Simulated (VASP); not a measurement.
Set up this calculation in VASP 6.6.1, as the native input.

```
Task                               : single point
Functional                         : PBE-based screened hybrid with 15 % exact exchange
Potentials or basis                : VASP PAW PBE potentials, release 64 (Sb)
Cutoff                             : 520 eV
k mesh                             : 5 × 5 × 3
Occupations                        : fermi-dirac, width 0.05 eV
Spin                               : no spin polarisation
Dipole correction                  : no
Grid for exact exchange (PRECFOCK) : Normal
Share of exact exchange            : 0.15
Further INCAR settings             : ALGO = Normal; EDIFF = 1e-06; NBANDS = 12
Screening parameter                : 0.2 1/Å
```

Sb:

```
CELL_PARAMETERS angstrom
3.35453 0.00000 0.00000
-1.67727 2.90511 0.00000
0.00000 0.00000 5.47016
ATOMIC_POSITIONS crystal
Sb 0.66667 0.33333 0.75000
Sb 0.33333 0.66667 0.25000
```

This isn't the form of Sb at room conditions, which is rhombohedral.

These files were run (other wordings do the same):

POSCAR

```
Sb
1.0
    3.3545324186      0.0000000000      0.0000000000
   -1.6772662093      2.9051102923      0.0000000000
    0.0000000000      0.0000000000      5.4701606500
Sb
2
Direct
    0.6666666667      0.3333333333      0.7500000000
    0.3333333333      0.6666666667      0.2500000000
```

INCAR.step1

```
SYSTEM = Sb
PREC     = Accurate       ! precision mode
ENCUT    = 520            ! plane-wave cutoff, eV
EDIFF    = 1E-5           ! SCF threshold, eV
ISMEAR   = -1             ! smearing method
SIGMA    = 0.05           ! smearing width, eV
LREAL    = .FALSE.        ! projectors in reciprocal space
LASPH    = .TRUE.         ! aspherical terms in the spheres
NELM     = 60             ! most SCF steps
ALGO     = Normal         ! electronic algorithm
ISIF     = 2              ! what is computed and relaxed
LWAVE    = .TRUE.         ! write WAVECAR
LCHARG   = .FALSE.        ! write CHGCAR
NBANDS   = 12             ! bands
GGA      = PE             ! functional
```

INCAR.step2

```
SYSTEM = Sb
PREC     = Accurate       ! precision mode
ENCUT    = 520            ! plane-wave cutoff, eV
EDIFF    = 1E-6           ! SCF threshold, eV
ISMEAR   = -1             ! smearing method
SIGMA    = 0.05           ! smearing width, eV
LREAL    = .FALSE.        ! projectors in reciprocal space
LASPH    = .TRUE.         ! aspherical terms in the spheres
NELM     = 60             ! most SCF steps
ALGO     = Normal         ! electronic algorithm
ISIF     = 2              ! what is computed and relaxed
LWAVE    = .FALSE.        ! write WAVECAR
LCHARG   = .FALSE.        ! write CHGCAR
GGA      = PE             ! functional
LHFCALC  = .TRUE.         ! exact exchange
AEXX     = 0.15           ! exact-exchange fraction
HFSCREEN = 0.2            ! screening, 1/A
PRECFOCK = Normal       
NBANDS   = 12             ! bands
ISTART   = 1
```

KPOINTS

```
Automatic mesh
0
G
  5 5 3
  0 0 0
```

Potentials or basis: VASP PAW PBE potentials, release 64 (Sb).

The run is started by

```sh
$ cat potpaw_PBE.64/Sb/POTCAR > POTCAR
$ cp INCAR.step1 INCAR
$ mpirun -np 1 vasp_std > vasp.out
$ cp INCAR.step2 INCAR
$ mpirun -np 1 vasp_std > vasp.out
```

Results of the run:

The pressure is -1.5 GPa and the band gap on the k mesh is zero (bands 5 and 6 overlap by 6.23 eV).

Caveat: the k points lie up to 0.43 Å⁻¹ apart, too coarse for converged energies and pressures of a metal; the PAW data sets were made with another functional, which shifts forces and pressure a little; spin-orbit coupling is left out, which moves the levels of the heavy elements.

It took 11 min on 1 thread of Intel Xeon 8259CL, with other jobs on the host, peak memory 0.28 GiB.
